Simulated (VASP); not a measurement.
C3BrN:

```
C Br N
1.0
     4.52183    0.00000    0.00000
     0.00000    4.52183    0.00000
     0.00000    0.00000    4.52183
C Br N
3 1 1
Direct
  0.00000 0.50000 0.50000
  0.50000 0.00000 0.50000
  0.50000 0.50000 0.00000
  0.00000 0.00000 0.00000
  0.50000 0.50000 0.50000
```

* Program: VASP 6.6.1
* Task: relaxation of cell and atoms
* Functional: PBE
* Potentials or basis: VASP PAW PBE potentials, release 64 (C, Br, N)
* Cutoff: 600 eV
* k mesh: 4 × 4 × 4
* Occupations: gaussian, width 0.1 eV
* Spin: collinear spin, ferromagnetic start
* Starting moments: [0.58, 0.58, 0.58, 0.0, 0.55] μB

At the start: pressure -16.3 GPa; volume 18.49 Å³/atom.

Q: Where does the relaxation end?

A: Over 7 steps the energy falls by 699.9 meV/atom and the volume is 9.88 Å³/atom (-46.6 %); space group Pm-3m (No. 221, to 0.1 Å) before and after; moment 1.38 μB per cell.

Step by step:
```csv
step,energy change (eV),largest force (eV/Å),pressure (GPa),volume (Å³)
1,0.0000,0.0000,-16.28,92.46
2,-2.3183,0.0000,-14.45,69.53
3,-3.2312,0.0000,-8.51,57.21
4,-2.2477,0.0000,46.50,37.11
5,-3.4512,0.0000,-4.81,52.28
6,-3.4892,0.0000,2.65,47.95
7,-3.4993,0.0000,-0.26,49.38
```

Final structure:
```yaml
crystal:
  lattice:
    - [3.66863, 0.00000, 0.00000]
    - [0.00000, 3.66863, 0.00000]
    - [0.00000, 0.00000, 3.66863]
  atoms:
    - { symbol: C, position: [0.00000, 0.50000, 0.50000] }
    - { symbol: C, position: [0.50000, 0.00000, 0.50000] }
    - { symbol: C, position: [0.50000, 0.50000, 0.00000] }
    - { symbol: Br, position: [0.00000, 0.00000, 0.00000] }
    - { symbol: N, position: [0.50000, 0.50000, 0.50000] }
```

Caveat: the volume moved by over 15 % at a fixed basis, so the end points are rough.
